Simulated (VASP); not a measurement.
Wanted: the native input for a VASP 6.6.1 run.

- Task: single point
- Functional: LDA
- Potentials or basis: VASP PAW LDA potentials, release 64 (Al, Ga_d, N)
- Cutoff: 520 eV
- k mesh: 6 × 6 × 6
- Occupations: gaussian, width 0.05 eV
- Spin: no spin polarisation
- Dipole correction: no
- Further INCAR settings: ALGO = Normal; EDIFF = 1e-06; NBANDS = 41

The structure of AlGa3N4 lies in POSCAR:

```
AlGa3N4
1.0
    4.5428402793     -0.0684000651     -0.0684000651
   -0.0684000651      4.5428402793     -0.0684000651
   -0.0684000651     -0.0684000651      4.5428402793
Al Ga N
1 3 4
Direct
    0.0000000000      0.0000000000      0.0000000000
    0.5000000000      0.5000000000      0.0000000000
    0.5000000000      0.0000000000      0.5000000000
    0.0000000000      0.5000000000      0.5000000000
    0.7548078379      0.7548078379      0.2451921621
    0.7548078379      0.2451921621      0.7548078379
    0.2451921621      0.7548078379      0.7548078379
    0.2451921621      0.2451921621      0.2451921621
```

The input as run:

INCAR

```
SYSTEM = AlGa3N4
PREC     = Accurate       ! precision mode
ENCUT    = 520            ! plane-wave cutoff, eV
EDIFF    = 1E-6           ! SCF threshold, eV
ISMEAR   = 0              ! smearing method
SIGMA    = 0.05           ! smearing width, eV
LREAL    = .False.        ! projectors in reciprocal space
LASPH    = .True.         ! aspherical terms in the spheres
NELM     = 60             ! most SCF steps
ALGO     = Normal         ! electronic algorithm
ISIF     = 2              ! what is computed and relaxed
LWAVE    = .False.        ! write WAVECAR
LCHARG   = .False.        ! write CHGCAR
GGA      = CA             ! functional
NBANDS   = 41             ! bands
```

KPOINTS

```
regular mesh
0
Gamma
  6 6 6
  0 0 0
```

Potentials or basis: VASP PAW LDA potentials, release 64 (Al, Ga_d, N).

The run is started by

```sh
$ cat potpaw_LDA.64/Al/POTCAR potpaw_LDA.64/Ga_d/POTCAR potpaw_LDA.64/N/POTCAR > POTCAR
$ mpirun -np 1 vasp_std > vasp.out
```

Results of the run:

```json
{
 "Pressure": "-12.1 GPa",
 "Largest force": "0.407 eV/Å",
 "Band gap on the k mesh": "1.89 eV, direct"
}
```

It took 49 s on 1 thread of Intel(R) Xeon(R) 6975P-C (Granite Rapids) (shared host), peak memory 0.23 GiB.
